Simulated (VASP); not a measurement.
# LiF (P4/mmm) in VASP: notebook

The runs below take LiF through single point, with LDA.

Program: VASP 6.6.1. These are calculated values, not measurements. Logs are shortened: lines on timing, memory, paths and dates and some standing lists are left out, and cuts for length are marked.

### 1 The cell of the first run

Symmetry: P4/mmm, No. 123, tetragonal system. Conventional cell: a = 2.496 Å, b = 2.496 Å, c = 2.688 Å, α = 90.00°, β = 90.00°, γ = 90.00°. Li (site symmetry 4/mmm) has 8 F at 2.22 Å and 6 Li at 2.50 to 2.69 Å within 2.9 Å. Within 2.9 Å of F (site symmetry 4/mmm) lie 8 Li at 2.22 Å and 6 F at 2.50 to 2.69 Å.

### 2 Single point, LDA (strain -0.025 along x and y, +0.050 along z)

Contents of INCAR:

```
ALGO = Normal
EDIFF = 1E-6
ENCUT = 520
GGA = CA
ISIF = 2
ISMEAR = 0
LASPH = True
LCHARG = False
LREAL = False
LWAVE = False
NBANDS = 12
NELM = 80
PREC = Accurate
SIGMA = 0.05
```

Contents of KPOINTS:

```
k-points
0
Gamma
  10 10 10
```

Contents of POSCAR:

```
LiF
1.0
    2.4955446750      0.0000000000      0.0000000000
    0.0000000000      2.4955446750      0.0000000000
    0.0000000000      0.0000000000      2.6875096500
Li F
1 1
Direct
    0.0000000000      0.0000000000      0.0000000000
    0.5000000000      0.5000000000      0.5000000000
```

Potentials or basis: VASP PAW LDA potentials, release 64 (Li_sv, F).

Launch:

```
cat potpaw_LDA.64/Li_sv/POTCAR potpaw_LDA.64/F/POTCAR > POTCAR
mpirun -np 1 vasp_std > vasp.out
```

OUTCAR:

```text
EDIFF = 1E-6
   ENCUT = 520
   GGA = CA
   ISIF = 2
   ISMEAR = 0
   LASPH = True
   LREAL = False
   NELM = 80
   PREC = Accurate

 ion  position               nearest neighbor table
   1  0.000  0.000  0.000-   2 2.22   2 2.22   2 2.22   2 2.22   2 2.22   2 2.22   2 2.22   2 2.22

   2  0.500  0.500  0.500-   1 2.22   1 2.22   1 2.22   1 2.22   1 2.22   1 2.22   1 2.22   1 2.22

  LATTYP: Found a simple tetragonal cell.
 ALAT       =     2.4955446750
 C/A-ratio  =     1.0769230769

  Lattice vectors:

 A1 = (   2.4955446750,   0.0000000000,   0.0000000000)
 A2 = (   0.0000000000,   2.4955446750,   0.0000000000)
 A3 = (   0.0000000000,   0.0000000000,   2.6875096500)

Analysis of symmetry for initial positions (statically):
=====================================================================
 Subroutine PRICEL returns:
 Original cell was already a primitive cell.

 Routine SETGRP: Setting up the symmetry group for a
 simple tetragonal supercell.

 Subroutine GETGRP returns: Found 16 space group operations
 (whereof 16 operations were pure point group operations)
 out of a pool of 16 trial point group operations.

The static configuration has the point symmetry D_4h.

Analysis of symmetry for dynamics (positions and initial velocities):
=====================================================================
 Subroutine PRICEL returns:
 Original cell was already a primitive cell.

 Routine SETGRP: Setting up the symmetry group for a
 simple tetragonal supercell.

 Subroutine GETGRP returns: Found 16 space group operations
 (whereof 16 operations were pure point group operations)
 out of a pool of 16 trial point group operations.

The dynamic configuration has the point symmetry D_4h.

 Subroutine INISYM returns: Found 16 space group operations
 (whereof 16 operations are pure point group operations),
 and found     1 'primitive' translations

----------------------------------------------------------------------------------------

                                     Primitive cell

  volume of cell :      16.7371

  direct lattice vectors                    reciprocal lattice vectors
     2.495544675  0.000000000  0.000000000     0.400714125  0.000000000  0.000000000
     0.000000000  2.495544675  0.000000000     0.000000000  0.400714125  0.000000000
     0.000000000  0.000000000  2.687509650     0.000000000  0.000000000  0.372091687

  length of vectors
     2.495544675  2.495544675  2.687509650     0.400714125  0.400714125  0.372091687

  position of ions in fractional coordinates (direct lattice)
[... 85 lines left out ...]
   ISIF   =      2    stress and relaxation
   ISYM   =      2    0-nonsym 1-usesym 2-fastsym
   POTIM  = 0.5000    time-step for ionic-motion
   TEBEG  =    0.0;   TEEND  =   0.0 temperature during run
   PSTRESS=    0.0 pullay stress
   NELECT =      10.0000    total number of electrons
   NUPDOWN=      -1.0000    fix difference up-down
   EMIN   =  10.00;   EMAX   =-10.00  energy-range for DOS
   EFERMI =   0.00;   METHOD = LEGACY
   ISMEAR =     0;   SIGMA  =   0.05  broadening in eV -4-tet -1-fermi 0-gaus
   EFERMI_NEDOS =   21; number of points for ismear=-14 and -15
   IALGO  =     38    algorithm
   IMIX   =      4    mixing-type and parameters
     AMIX     =   0.40;   BMIX     =  1.00
     AMIX_MAG =   1.60;   BMIX_MAG =  1.00
  volume/ion in A,a.u.               =       8.37        56.47
  Fermi-wavevector in a.u.,A,eV,Ry     =   1.378842  2.605634 25.867478  1.901206
  Thomas-Fermi vector in A             =   2.503867
   LORBIT       =      0    0 simple, 1 ext, 2 COOP (PROOUT), +10 PAW based schemes
   GGA     = CA    functional components
   LHFCALC =     F    Hartree Fock is set to
   AEXX    =    0.0000 exact exchange contribution
   IVDW    =     0    specifies the selected vdW correction
   LEPSILON=     F    determine dielectric tensor
   LRPA    =     F    only Hartree local field effects (RPA)
 non-spin polarized calculation
 Gauss-broadening in eV      SIGMA  =   0.05
  energy-cutoff  :      520.00
  volume of cell :       16.74
 maximum number of plane-waves:       464
 NGX is ok and might be reduce to    20
   NGX =  9   NGY =  9   NGZ =  9

 number of electron      10.0000001 magnetization

 Free energy of the ion-electron system (eV)
  ---------------------------------------------------
  ext. energy  EPLUGINS =         0.00000000
  ---------------------------------------------------
  free energy    TOTEN  =        -9.82005114 eV

  energy without entropy =       -9.82005114  energy(sigma->0) =       -9.82005114

 E-fermi :   0.2486     XC(G=0): -10.5826

 val. band max:        0.0339177282   @ k =   0.5000   0.0000   0.5000
 cond. band min:       7.0818997271   @ k =   0.0000   0.0000   0.0000
 fundamental gap:      7.0479819989
 Fermi energy:         0.2485881708

 k-point     1 :       0.0000    0.0000    0.0000
  band No.  band energies     occupation
      1     -41.8663      2.00000
      2     -20.5874      2.00000
      3      -1.3642      2.00000
      4      -0.5699      2.00000
      5      -0.5699      2.00000
      6       7.0819      0.00000
      7      17.4744      0.00000
      8      19.0382      0.00000
      9      19.1987      0.00000
     10      21.0148      0.00000
     11      21.0148      0.00000
     12      37.0129      0.00000
[... 331 lines left out ...]
 k-point    24 :       0.2000    0.0000    0.1000
  band No.  band energies     occupation
      1     -41.8404      2.00000
      2     -20.3661      2.00000
      3      -1.8790      2.00000
      4      -1.4829      2.00000
      5      -0.4068      2.00000
      6       8.0708      0.00000
      7      15.4275      0.00000
      8      17.1293      0.00000
      9      21.0455      0.00000
     10      21.0625      0.00000
     11      26.6443      0.00000
     12      31.0811      0.00000

 [... further k-points ...]
[... 5 lines left out ...]
  --------------------------------------------------------------------------------------
  -------------------------------------------------------------------------------------
  Total       -0.0860951     -0.0860951     -2.1624759      0.0000000     -0.0000000      0.0000000
  in kB       -8.2415346     -8.2415346   -207.0051373      0.0000000     -0.0000000      0.0000000
  external PRESSURE =     -74.4960688 kB  Pullay stress =       0.0000000 kB

 VOLUME and BASIS-vectors are now :
 -----------------------------------------------------------------------------
  energy-cutoff  :      520.00
  volume of cell :       16.74
      direct lattice vectors                 reciprocal lattice vectors
     2.495544675  0.000000000  0.000000000     0.400714125  0.000000000  0.000000000
     0.000000000  2.495544675  0.000000000     0.000000000  0.400714125  0.000000000
     0.000000000  0.000000000  2.687509650     0.000000000  0.000000000  0.372091687

 POSITION                                       TOTAL-FORCE (eV/Angst)
 -----------------------------------------------------------------------------------
      0.00000      0.00000      0.00000         0.000000      0.000000      0.000000
      1.24777      1.24777      1.34375         0.000000      0.000000      0.000000
 -----------------------------------------------------------------------------------
    total drift:                                0.000000      0.000000      0.000000

  FREE ENERGIE OF THE ION-ELECTRON SYSTEM (eV)
  ---------------------------------------------------
  free  energy   TOTEN  =        -9.8200511431 eV

  energy  without entropy=       -9.8200511431  energy(sigma->0) =       -9.82005114
```

OSZICAR:

```text
N       E                     dE             d eps       ncg     rms          rms(c)
DAV:   1     0.291945298789E+02    0.29195E+02   -0.53811E+03  3148   0.842E+02
DAV:   2    -0.936107053611E+01   -0.38556E+02   -0.37613E+02  3732   0.181E+02
DAV:   3    -0.103340769043E+02   -0.97301E+00   -0.97163E+00  3828   0.249E+01
DAV:   4    -0.103422059451E+02   -0.81290E-02   -0.81287E-02  3384   0.248E+00
DAV:   5    -0.103422969471E+02   -0.91002E-04   -0.91002E-04  3764   0.202E-01    0.420E+00
DAV:   6    -0.985210951602E+01    0.49019E+00   -0.23477E+00  3180   0.897E+00    0.140E+00
DAV:   7    -0.983150622455E+01    0.20603E-01   -0.16604E-02  3880   0.110E+00    0.793E-01
DAV:   8    -0.982005461903E+01    0.11452E-01   -0.15808E-02  4320   0.115E+00    0.110E-01
DAV:   9    -0.982004230298E+01    0.12316E-04   -0.56088E-04  3448   0.225E-01    0.435E-02
DAV:  10    -0.982005164185E+01   -0.93389E-05   -0.39322E-05  3908   0.476E-02    0.554E-03
DAV:  11    -0.982005114308E+01    0.49877E-06   -0.10448E-06  2956   0.813E-03
   1 F= -.98200511E+01 E0= -.98200511E+01  d E =-.601899E-12
```

It took 13 s on 1 thread of Intel Xeon Platinum 8488C (Sapphire Rapids), shared host; peak memory 0.12 GiB.

What came out:

```yaml
Free_energy: -9.8201 eV
Band_gap_on_the_k_mesh: 7.05 eV (least direct gap 7.65 eV)
```

Levels at points of the mesh, in eV from the valence-band top:
| k point | band 1 | band 2 | band 3 | band 4 | band 5 | band 6 | band 7 | band 8 | band 9 | band 10 |
| --- | --- | --- | --- | --- | --- | --- | --- | --- | --- | --- |
| (0.00, 0.00, 0.00) | -41.90 | -20.62 | -1.40 | -0.60 | -0.60 | 7.05 | 17.44 | 19.00 | 19.16 | 20.98 |
| (0.50, 0.00, 0.00) | -41.83 | -20.04 | -3.96 | -0.85 | -0.19 | 8.33 | 13.84 | 18.20 | 20.93 | 23.52 |
| (0.50, 0.50, 0.00) | -41.78 | -19.41 | -3.41 | -3.41 | -0.48 | 13.00 | 13.00 | 13.22 | 18.08 | 22.24 |
| (0.00, 0.00, 0.50) | -41.86 | -20.30 | -3.96 | -0.31 | -0.31 | 8.93 | 12.82 | 20.13 | 20.13 | 24.02 |
| (0.50, 0.00, 0.50) | -41.81 | -19.63 | -3.71 | -3.47 | 0.00 | 12.46 | 12.63 | 13.67 | 19.31 | 23.90 |
| (0.50, 0.50, 0.50) | -41.76 | -19.09 | -2.57 | -2.57 | -2.30 | 10.31 | 10.31 | 10.91 | 22.37 | 24.10 |

Caveat: the cell differs from its parent crystal (strain -0.025 along x and y, +0.050 along z); the cutoff is under 1.25 times the usual one of these potentials, so pressure, stress and relaxed cells hold a basis-set (Pulay) error. A k mesh can miss the band edges.

### 3 Single point, LDA (strain +0.025 along x and y, -0.050 along z)

Contents of INCAR:

```
PREC = Accurate
ENCUT = 520
EDIFF = 1E-6
ISMEAR = 0
SIGMA = 0.05
LREAL = F
LASPH = T
NELM = 80
ALGO = Normal
ISIF = 2
LWAVE = F
LCHARG = F
GGA = CA
NBANDS = 12
```

Contents of KPOINTS:

```
regular mesh
0
Gamma
  10 10 10
```

Contents of POSCAR:

```
LiF
1.0
    2.6235213250      0.0000000000      0.0000000000
    0.0000000000      2.6235213250      0.0000000000
    0.0000000000      0.0000000000      2.4315563500
Li F
1 1
Direct
    0.0000000000      0.0000000000      0.0000000000
    0.5000000000      0.5000000000      0.5000000000
```

Potentials or basis: VASP PAW LDA potentials, release 64 (Li_sv, F).

Launch:

```
cat potpaw_LDA.64/Li_sv/POTCAR potpaw_LDA.64/F/POTCAR > POTCAR
mpirun -np 1 vasp_std > vasp.out
```

Wall time 11 s (1 thread of Intel Xeon Platinum 8488C (Sapphire Rapids), shared host); peak memory 0.12 GiB.

The run converged. Its results:

```yaml
Free_energy: -9.8163 eV
Band_gap_on_the_k_mesh: 6.86 eV (least direct gap 7.36 eV)
```

Levels at points of the mesh, in eV from the valence-band top:
```tsv
k point	band 1	band 2	band 3	band 4	band 5	band 6	band 7	band 8	band 9	band 10
(0.00, 0.00, 0.00)	-42.10	-20.82	-1.34	-1.34	-0.50	6.86	17.10	19.12	19.37	19.37
(0.50, 0.00, 0.00)	-42.05	-20.42	-4.15	-0.95	-0.21	8.47	12.97	18.28	21.25	23.75
(0.50, 0.50, 0.00)	-42.02	-19.93	-3.85	-3.85	0.00	12.23	12.84	12.84	19.57	24.38
(0.00, 0.00, 0.50)	-42.02	-20.13	-4.17	-0.78	-0.78	8.05	13.98	19.15	19.15	23.00
(0.50, 0.00, 0.50)	-41.98	-19.66	-3.81	-3.51	-0.53	12.27	12.84	13.44	18.28	22.55
(0.50, 0.50, 0.50)	-41.95	-19.28	-2.90	-2.57	-2.57	9.90	10.53	10.53	22.74	22.74
```

Caveat: the cell differs from its parent crystal (strain +0.025 along x and y, -0.050 along z); the cutoff is under 1.25 times the usual one of these potentials, so pressure, stress and relaxed cells hold a basis-set (Pulay) error. A k mesh can miss the band edges.

(Continued in part 2 of 2.)
